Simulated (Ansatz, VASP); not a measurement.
# In: VASP beside Ansatz

```
In
1.0
     0.00000    2.37962    2.37962
     2.37962    0.00000    2.37962
     2.37962    2.37962    0.00000
In
1
Cartesian
  0.0000 0.0000 0.0000
```

Alike in both runs: task single point; functional PBE; k mesh 4 × 4 × 4; occupations fermi-dirac, width 0.15 eV; non-collinear spin, spin-orbit coupling.

|  | VASP | Ansatz |
| --- | --- | --- |
| version | VASP 6.6.1 | Ansatz 0.2.0 development build |
| potentials or method | VASP PAW PBE potentials, release 64 (In_d) | plane waves, PAW datasets (hand-made set) |
| plane-wave cutoff (eV) | 500 | 710 |
| valence electrons in the cell | 13 | 21 |

|  | VASP | Ansatz | Ansatz less VASP |
| --- | --- | --- | --- |
| net moment per atom (μB) | 0.00 | 0.00 | 0.000 |

VASP's potentials hold 13 valence electrons a cell and Ansatz's 21, so a difference there can come from the potentials and not from the codes. Ansatz's warnings: stress scf threshold loose.

The k mesh is coarse, so the values compare programs but aren't converged.
